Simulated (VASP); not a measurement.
Set up this calculation in VASP 6.6.1, as the native input.

```yaml
Task: single point
Functional: PBE
Potentials_or_basis: VASP PAW PBE potentials, release 64 (Te)
Cutoff: 520 eV
k_mesh: 18 × 18 × 2
Occupations: gaussian, width 0.1 eV
Spin: no spin polarisation
Dipole_correction: no
Further_INCAR_settings: ALGO = Normal; EDIFF = 1e-07; NBANDS = 20
```

The structure of Te lies in POSCAR:

```
Te
1.0
    3.3184468787      0.0000000000      0.0000000000
   -1.6592234393      2.8738592981      0.0000000000
    0.0000000000      0.0000000000     23.9857623506
Te
4
Direct
    0.0000000000      0.0000000000      0.5583976538
    0.0000000000      0.0000000000      0.4416023462
    0.3333333333      0.6666666667      0.3053948664
    0.6666666667      0.3333333333      0.6946051336
```

One way to write it, as run:

INCAR

```
ALGO = Normal
EDIFF = 1E-7
ENCUT = 520
GGA = PE
ISIF = 2
ISMEAR = 0
LASPH = T
LCHARG = T
LELF = T
LREAL = F
LVHAR = T
LWAVE = F
NBANDS = 20
NELM = 80
PREC = Accurate
SIGMA = 0.1
```

KPOINTS

```
k-points
0
Gamma
  18 18 2
```

Potentials or basis: VASP PAW PBE potentials, release 64 (Te).

The run is started by

```bash
$ cat potpaw_PBE.64/Te/POTCAR > POTCAR
$ mpirun -np 1 vasp_std > vasp.out
```

Results of the run:

The largest force is 0.014 eV/Å. The band gap on the k mesh is zero (bands 12 and 13 overlap by 5.71 eV).

Caveat: spin-orbit coupling is left out, which moves the levels of the heavy elements.

Wall time 7 min on 1 thread of AMD EPYC 9R45 (Zen 5), with other jobs on the host, peak memory 0.5 GiB.
